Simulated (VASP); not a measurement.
# Mo2W (I4/mmm) in VASP: notebook, part 2 of 2

VASP 6.6.1.

### Step 4. Single point, PBE (16.86 Å³/atom)

This run uses another cell than the first one, of 16.86 Å³/atom.

Input file INCAR:

```
SYSTEM = Mo2W
PREC = Accurate ; ENCUT = 500
EDIFF = 1E-6 ; ISMEAR = 0
SIGMA = 0.1 ; LREAL = .False.
LASPH = .True. ; NELM = 120
ALGO = Normal ; ISIF = 2
LWAVE = .False. ; LCHARG = .True.
GGA = PE ; LELF = .True.
LVHAR = .True. ; NBANDS = 28
GGA_COMPAT = .False.
```

Input file KPOINTS:

```
regular mesh
0
Gamma
  16 16 16
  0 0 0
```

Input file POSCAR:

```
Mo2W
1.0
   -1.6148696008      1.6148696008      4.8482941244
    1.6148696008     -1.6148696008      4.8482941244
    1.6148696008      1.6148696008     -4.8482941244
Mo W
2 1
Direct
    0.3336435289      0.3336435289      0.0000000000
    0.6663564711      0.6663564711      0.0000000000
    0.0000000000      0.0000000000      0.0000000000
```

Potentials or basis: VASP PAW PBE potentials, release 64 (Mo_sv, W_sv).

Command:

```
$ cat potpaw_PBE.64/Mo_sv/POTCAR potpaw_PBE.64/W_sv/POTCAR > POTCAR
$ mpirun -np 1 vasp_std > vasp.out
```

OUTCAR:

```text
SYSTEM = Mo2W
   PREC = Accurate
   ENCUT = 500
   EDIFF = 1E-6
   ISMEAR = 0
   LREAL = .False.
   LASPH = .True.
   NELM = 120
   ISIF = 2
   GGA = PE

 ion  position               nearest neighbor table
   1  0.334  0.334  0.000-   3 2.80   3 2.80   3 2.80   3 2.80   2 2.80   2 2.80   2 2.80   2 2.80
                             2 3.23   3 3.24
   2  0.666  0.666  0.000-   3 2.80   3 2.80   3 2.80   3 2.80   1 2.80   1 2.80   1 2.80   1 2.80
                             1 3.23   3 3.24
   3  0.000  0.000  0.000-   2 2.80   2 2.80   2 2.80   1 2.80   2 2.80   1 2.80   1 2.80   1 2.80
                             1 3.24   2 3.24

  LATTYP: Found a body centered tetragonal cell.
 ALAT       =     3.2297392016
 C/A-ratio  =     3.0022821174

  Lattice vectors:

 A1 = (  -1.6148696008,   1.6148696008,   4.8482941244)
 A2 = (   1.6148696008,  -1.6148696008,   4.8482941244)
 A3 = (   1.6148696008,   1.6148696008,  -4.8482941244)

Analysis of symmetry for initial positions (statically):
=====================================================================
 Subroutine PRICEL returns:
 Original cell was already a primitive cell.

 Routine SETGRP: Setting up the symmetry group for a
 body centered tetragonal supercell.

 Subroutine GETGRP returns: Found 16 space group operations
 (whereof 16 operations were pure point group operations)
 out of a pool of 16 trial point group operations.

The static configuration has the point symmetry D_4h.

Analysis of symmetry for dynamics (positions and initial velocities):
=====================================================================
 Subroutine PRICEL returns:
 Original cell was already a primitive cell.

 Routine SETGRP: Setting up the symmetry group for a
 body centered tetragonal supercell.

 Subroutine GETGRP returns: Found 16 space group operations
 (whereof 16 operations were pure point group operations)
 out of a pool of 16 trial point group operations.

The dynamic configuration has the point symmetry D_4h.

 Subroutine INISYM returns: Found 16 space group operations
 (whereof 16 operations are pure point group operations),
 and found     1 'primitive' translations

----------------------------------------------------------------------------------------

                                     Primitive cell

  volume of cell :      50.5736

  direct lattice vectors                    reciprocal lattice vectors
    -1.614869601  1.614869601  4.848294124     0.000000000  0.309622523  0.103129057
     1.614869601 -1.614869601  4.848294124     0.309622523  0.000000000  0.103129057
     1.614869601  1.614869601 -4.848294124     0.309622523  0.309622523  0.000000000

  length of vectors
     5.359250281  5.359250281  5.359250281     0.326345996  0.326345996  0.437872371

  position of ions in fractional coordinates (direct lattice)
     0.333643529  0.333643529  0.000000000
     0.666356471  0.666356471  0.000000000
     0.000000000  0.000000000  0.000000000

  ion indices of the primitive-cell ions
   primitive index   ion index
                 1           1
                 2           2
                 3           3

----------------------------------------------------------------------------------------

 KPOINTS: regular mesh

Automatic generation of k-mesh.
 Grid dimensions read from file:
 generate k-points for:   16   16   16

 Generating k-lattice:

  Cartesian coordinates                     Fractional coordinates (reciprocal lattice)
     0.000000000  0.019351408  0.006445566     0.062500000  0.000000000  0.000000000
     0.019351408  0.000000000  0.006445566     0.000000000  0.062500000  0.000000000
     0.019351408  0.019351408  0.000000000     0.000000000  0.000000000  0.062500000

  Length of vectors
     0.020396625  0.020396625  0.027367023

  Shift w.r.t. Gamma in fractional coordinates (k-lattice)
     0.000000000  0.000000000  0.000000000

 Subroutine IBZKPT returns following result:
 ===========================================

 Found    349 irreducible k-points:

 Following reciprocal coordinates:
            Coordinates               Weight
  0.000000  0.000000  0.000000      1.000000
  0.062500 -0.000000  0.000000      8.000000
  0.125000 -0.000000  0.000000      8.000000
  0.187500 -0.000000  0.000000      8.000000
  0.250000 -0.000000  0.000000      8.000000
  0.312500 -0.000000  0.000000      8.000000
[... 16 lines left out ...]
 -0.125000  0.062500 -0.000000     16.000000
 -0.062500  0.062500  0.000000      4.000000
 [... further k-points ...]
   k-points           NKPTS =    349   k-points in BZ     NKDIM =    349   number of bands    NBANDS=     28
   number of dos      NEDOS =    301   number of ions     NIONS =      3
   total plane-waves  NPLWV =  64000
   dimension x,y,z NGX =    40 NGY =   40 NGZ =   40
   dimension x,y,z NGXF=    80 NGYF=   80 NGZF=   80
   ions per type =               2   1
   NGX,Y,Z   is equivalent  to a cutoff of  12.41, 12.41, 12.41 a.u.
   NGXF,Y,Z  is equivalent  to a cutoff of  24.82, 24.82, 24.82 a.u.
 SYSTEM =  Mo2W
   PREC   = accura    normal or accurate (medium, high low for compatibility)
   ISTART =      0    job   : 0-new  1-cont  2-samecut
   ICHARG =      2    charge: 1-file 2-atom 10-const
   ISPIN  =      1    spin polarized calculation?
   LNONCOLLINEAR =      F non collinear calculations
   LSORBIT =      F    spin-orbit coupling
   LASPH  =      T    aspherical Exc in radial PAW
   ENCUT  =  500.0 eV  36.75 Ry    6.06 a.u.   9.77  9.77  9.77*2*pi/ulx,y,z
   NELM   =    120;   NELMIN=  2; NELMDL= -5     # of ELM steps
   EDIFF  = 0.1E-05   stopping-criterion for ELM
   LREAL  =      F    real-space projection
   EDIFFG = 0.1E-04   stopping-criterion for IOM
   NSW    =      0    number of steps for IOM
   IBRION =     -1    ionic relax: 0-MD 1-quasi-New 2-CG
   NFREE  =      0    steps in history (QN), initial steepest desc. (CG)
   ISIF   =      2    stress and relaxation
   ISYM   =      2    0-nonsym 1-usesym 2-fastsym
   POTIM  = 0.5000    time-step for ionic-motion
   TEBEG  =    0.0;   TEEND  =   0.0 temperature during run
   PSTRESS=    0.0 pullay stress
   NELECT =      42.0000    total number of electrons
   NUPDOWN=      -1.0000    fix difference up-down
   EMIN   =  10.00;   EMAX   =-10.00  energy-range for DOS
   EFERMI =   0.00;   METHOD = LEGACY
   ISMEAR =     0;   SIGMA  =   0.10  broadening in eV -4-tet -1-fermi 0-gaus
   EFERMI_NEDOS =   21; number of points for ismear=-14 and -15
   IALGO  =     38    algorithm
   IMIX   =      4    mixing-type and parameters
     AMIX     =   0.40;   BMIX     =  1.00
     AMIX_MAG =   1.60;   BMIX_MAG =  1.00
  volume/ion in A,a.u.               =      16.86       113.76
  Fermi-wavevector in a.u.,A,eV,Ry     =   1.538804  2.907918 32.217477  2.367918
  Thomas-Fermi vector in A             =   2.645121
   LORBIT       =      0    0 simple, 1 ext, 2 COOP (PROOUT), +10 PAW based schemes
   GGA     = PE    functional components
   LHFCALC =     F    Hartree Fock is set to
   AEXX    =    0.0000 exact exchange contribution
   IVDW    =     0    specifies the selected vdW correction
   LEPSILON=     F    determine dielectric tensor
   LRPA    =     F    only Hartree local field effects (RPA)
 non-spin polarized calculation
 Gauss-broadening in eV      SIGMA  =   0.10
  energy-cutoff  :      500.00
  volume of cell :       50.57
 maximum number of plane-waves:      1312
   NGX = 19   NGY = 19   NGZ = 19

 number of electron      42.0000001 magnetization

 Free energy of the ion-electron system (eV)
  ---------------------------------------------------
  ext. energy  EPLUGINS =         0.00000000
  ---------------------------------------------------
  free energy    TOTEN  =       -34.72030336 eV

  energy without entropy =      -34.71177847  energy(sigma->0) =      -34.71604091

 E-fermi :  11.1209     XC(G=0): -13.0808

 val. band max:       11.1061606890   @ k =  -0.2500   0.3750   0.1250
 cond. band min:      11.1230445339   @ k =  -0.1250  -0.1250   0.1250
 fundamental gap:      0.0168838449
 Fermi energy:        11.1209356897

 k-point     1 :       0.0000    0.0000    0.0000
  band No.  band energies     occupation
      1     -63.1137      2.00000
      2     -50.0472      2.00000
      3     -49.8766      2.00000
      4     -27.3060      2.00000
      5     -27.2221      2.00000
      6     -27.2221      2.00000
[... 20 lines left out ...]
     27      13.1519      0.00000
[... 691 lines left out ...]
      6     -27.2284      2.00000
[... 20 lines left out ...]
     27      13.6584      0.00000
     28      14.0446      0.00000

 [... further k-points ...]

------------------------ aborting loop because EDIFF is reached ----------------------------------------

  FORCE on cell =-STRESS in cart. coord.  units (eV):
  Direction    XX          YY          ZZ          XY          YZ          ZX
  --------------------------------------------------------------------------------------
  -------------------------------------------------------------------------------------
  Total       -4.3259750     -4.3259750     -4.3456611      0.0000000      0.0000000      0.0000000
  in kB     -137.0473756   -137.0473756   -137.6710309      0.0000000      0.0000000      0.0000000
  external PRESSURE =    -137.2552607 kB  Pullay stress =       0.0000000 kB

 VOLUME and BASIS-vectors are now :
 -----------------------------------------------------------------------------
  energy-cutoff  :      500.00
  volume of cell :       50.57
      direct lattice vectors                 reciprocal lattice vectors
    -1.614869601  1.614869601  4.848294124     0.000000000  0.309622523  0.103129057
     1.614869601 -1.614869601  4.848294124     0.309622523  0.000000000  0.103129057
     1.614869601  1.614869601 -4.848294124     0.309622523  0.309622523  0.000000000

 POSITION                                       TOTAL-FORCE (eV/Angst)
 -----------------------------------------------------------------------------------
      0.00000      0.00000      3.23520        -0.000000     -0.000000     -0.005301
      0.00000      0.00000      6.46138         0.000000      0.000000      0.005301
      0.00000      0.00000      0.00000        -0.000000     -0.000000      0.000000
 -----------------------------------------------------------------------------------
    total drift:                               -0.000000      0.000000      0.000000

  FREE ENERGIE OF THE ION-ELECTRON SYSTEM (eV)
  ---------------------------------------------------
  free  energy   TOTEN  =       -34.7203033603 eV

  energy  without entropy=      -34.7117784661  energy(sigma->0) =      -34.71604091
```

stdout:

```text
POSCAR found type information on POSCAR MoW
 POSCAR found :  2 types and       3 ions
 scaLAPACK will be used
 LDA part: xc-table for (Slater+PW92), standard interpolation
 POSCAR, INCAR and KPOINTS ok, starting setup
 FFT: planning ... GRIDC
 FFT: planning ... GRID_SOFT
 FFT: planning ... GRID
 WAVECAR not read
 entering main loop
```

It took 14 min on 1 thread of Oxide Virtual Turin-like, shared host; peak memory 0.53 GiB.

Results:

| Quantity | Value |
| --- | --- |
| Free energy | -34.7203 eV |
| Pressure | -13.7 GPa |
| Largest force | 0.005 eV/Å |
| Band gap on the k mesh | zero (bands 21 and 22 overlap by 2.11 eV) |

Forces on the atoms (eV/Å):
```
Mo   0.000  0.000 -0.005
Mo   0.000  0.000  0.005
W    0.000  0.000  0.000
```

Levels at points of the mesh, in eV from the Fermi level:
| k point | band 18 | band 19 | band 20 | band 21 | band 22 | band 23 | band 24 | band 25 |
| --- | --- | --- | --- | --- | --- | --- | --- | --- |
| (0.00, 0.00, 0.00) | -1.20 | -1.20 | -1.19 | 0.54 | 0.54 | 0.92 | 0.92 | 1.71 |
| (0.50, 0.00, 0.00) | -2.23 | -1.66 | -1.62 | 0.10 | 0.40 | 1.09 | 1.68 | 2.05 |
| (0.50, 0.50, 0.00) | -3.06 | -1.63 | -1.34 | 1.10 | 1.65 | 2.01 | 2.12 | 2.18 |
| (0.50, 0.50, 0.50) | -1.17 | -1.04 | -1.04 | -0.72 | -0.56 | -0.26 | -0.10 | 2.33 |

Caveat: the cell stands under tension; spin-orbit coupling is left out, which moves the levels of the heavy elements.

### Step 5. Summary

```csv
cell,gap on the mesh (eV),pressure (GPa),largest force (eV/Å)
"a = 5.255 Å, angles 144.9, 144.9, 50.5°, 3 atoms, atomic positions A",none,0.5,0.01
"a = 5.308 Å, angles 144.9, 144.9, 50.5°, 3 atoms, atomic positions B",none,-7.2,0.01
"a = 5.359 Å, angles 144.9, 144.9, 50.4°, 3 atoms, atomic positions C",none,-13.7,0.01
```

Alike in all rows: task single point; level PBE; potentials or basis VASP PAW PBE potentials, release 64 (Mo_sv, W_sv); no spin polarisation; k mesh 16 × 16 × 16; cutoff (eV) 500; smearing gaussian 0.1 eV.

Caveats: spin-orbit coupling is left out, which moves the levels of the heavy elements; the cell stands under tension (at least some runs).

Total energies depend on the potentials used, so only differences within one code and one set of settings carry meaning.
